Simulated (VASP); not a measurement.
**Fe: single point with PBEsol**

The system is Fe.

```
CELL_PARAMETERS angstrom
-1.44300 1.44300 1.44300
1.44300 -1.44300 1.44300
1.44300 1.44300 -1.44300
ATOMIC_POSITIONS crystal
Fe 0.00000 0.00000 0.00000
```

| Quantity | Value |
| --- | --- |
| Program | VASP 6.6.1 |
| Task | single point |
| Functional | PBEsol |
| Potentials or basis | VASP PAW PBE potentials, release 64 (Fe) |
| Cutoff | 520 eV |
| k mesh | 11 × 11 × 11 |
| Occupations | fermi-dirac, width 0.05 eV |
| Spin | collinear spin, ferromagnetic start |
| Starting moments | [0.8] μB |
| Fixed moment | 0.8 μB |
| Dipole correction | no |
| Further INCAR settings | ALGO = Normal; EDIFF = 1e-06; NBANDS = 14 |

```yaml
Pressure: -32.4 GPa
Net_moment: 0.80 μB per cell
Site_moments: Fe +0.82 μB
Valence_electrons_inside_the_program's_atomic_spheres: Fe 7.16
```

Run time: 10 s on 1 thread of AMD EPYC 9R45 (Zen 5), with other jobs on the host, peak memory 0.11 GiB.

Caveat: the PAW data sets were made with another functional, which shifts forces and pressure a little; the total moment is fixed, so each spin has its own Fermi level.
